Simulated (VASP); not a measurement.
A run of VASP 6.6.1:

File INCAR:

```
  PREC = Accurate
  ENCUT = 520
  EDIFF = 1E-7
  ISMEAR = 0
  SIGMA = 0.01
  LREAL = F
  LASPH = T
  NELM = 100
  ALGO = Normal
  ISIF = 2
  LWAVE = F
  LCHARG = F
  GGA = PE
  NBANDS = 16
```

File KPOINTS:

```
Automatic mesh
0
Gamma
  8 8 8
```

Contents of POSCAR:

```
GaN
1.0
    0.0000000000      2.2966969516      2.2966969516
    2.2966969516      0.0000000000      2.2966969516
    2.2966969516      2.2966969516      0.0000000000
Ga N
1 1
Direct
    0.0000000000      0.0000000000      0.0000000000
    0.2500000000      0.2500000000      0.2500000000
```

Potentials or basis: VASP PAW PBE potentials, release 64 (Ga_d, N).

The run is started by

```bash
$ cat potpaw_PBE.64/Ga_d/POTCAR potpaw_PBE.64/N/POTCAR > POTCAR
$ mpirun -np 1 vasp_std > vasp.out
```

Hardware: 1 thread of Intel(R) Xeon(R) 6975P-C (Granite Rapids), on a shared host.

How long does it take, and how much memory?

Wall time 5.3 s on 1 thread of Intel(R) Xeon(R) 6975P-C (Granite Rapids), on a shared host, peak memory 0.14 GiB. Counts: scf iterations 13, k points 29.
